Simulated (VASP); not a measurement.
Here is a VASP 6.6.1 calculation.

File INCAR:

```
  PREC = Accurate
  ENCUT = 500
  EDIFF = 1E-6
  ISMEAR = 0
  SIGMA = 0.01
  LREAL = False
  LASPH = True
  NELM = 120
  ALGO = Normal
  ISIF = 2
  LWAVE = False
  LCHARG = False
  GGA = PE
  ISYM = 0
  NBANDS = 15
  GGA_COMPAT = False
```

The input KPOINTS:

```
Automatic mesh
0
Gamma
  4 4 4
```

Contents of POSCAR:

```
KBr
1.0
    0.0000000000      3.3022478201      3.3022478201
    3.3022478201      0.0000000000      3.3022478201
    3.3022478201      3.3022478201      0.0000000000
K Br
1 1
Direct
    0.0000000000      0.0000000000      0.0000000000
    0.5000000000      0.5000000000      0.5000000000
```

Potentials or basis: VASP PAW PBE potentials, release 64 (K_sv, Br).

Launch:

```console
$ cat potpaw_PBE.64/K_sv/POTCAR potpaw_PBE.64/Br/POTCAR > POTCAR
$ mpirun -np 1 vasp_std > vasp.out
```

(1) Estimate the band gap on the k mesh.

(2) Predict the pressure.

Answers

(1) 4.43 eV.

(2) 0.7 GPa.
